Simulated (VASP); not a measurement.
A run of VASP 6.6.1 is set up as follows.

INCAR

```
PREC = Accurate
ENCUT = 520
EDIFF = 1E-6
ISMEAR = 0
SIGMA = 0.05
LREAL = F
LASPH = T
NELM = 60
ALGO = Normal
ISIF = 2
LWAVE = F
LCHARG = T
GGA = PE
IVDW = 12
LELF = T
LVHAR = T
NBANDS = 20
```

File KPOINTS:

```
regular mesh
0
Gamma
  9 9 4
```

The input POSCAR:

```
Al2O3
1.0
    2.7886129015      0.0000000000      0.0000000000
   -1.3943064508      2.4150096140      0.0000000000
    0.0000000000      0.0000000000      7.0962667811
Al O
2 3
Direct
    0.0000000000      0.0000000000      0.1907358529
    0.0000000000      0.0000000000      0.8092641471
    0.3333333333      0.6666666667      0.2909453217
    0.6666666667      0.3333333333      0.0000000000
    0.3333333333      0.6666666667      0.7090546783
```

Potentials or basis: VASP PAW PBE potentials, release 64 (Al, O).

Launch:

```console
$ cat potpaw_PBE.64/Al/POTCAR potpaw_PBE.64/O/POTCAR > POTCAR
$ mpirun -np 1 vasp_std > vasp.out
```

Task: Predict the pressure.

Result: 13.9 GPa.

Task: Predict the band gap on the k mesh.

Result: 5.05 eV, indirect (least direct gap 5.17 eV).

Task: Predict the largest force.

Result: 0.591 eV/Å.

Task: Estimate the dispersion energy per atom.

Result: -0.211 eV.

Forces on the atoms (eV/Å):
```
Al   0.000  0.000  0.591
Al   0.000  0.000 -0.591
O    0.000  0.000  0.094
O    0.000  0.000  0.000
O    0.000  0.000 -0.094
```

A k mesh can miss the band edges. PBE gaps usually lie below the measured ones, often by a third to a half.
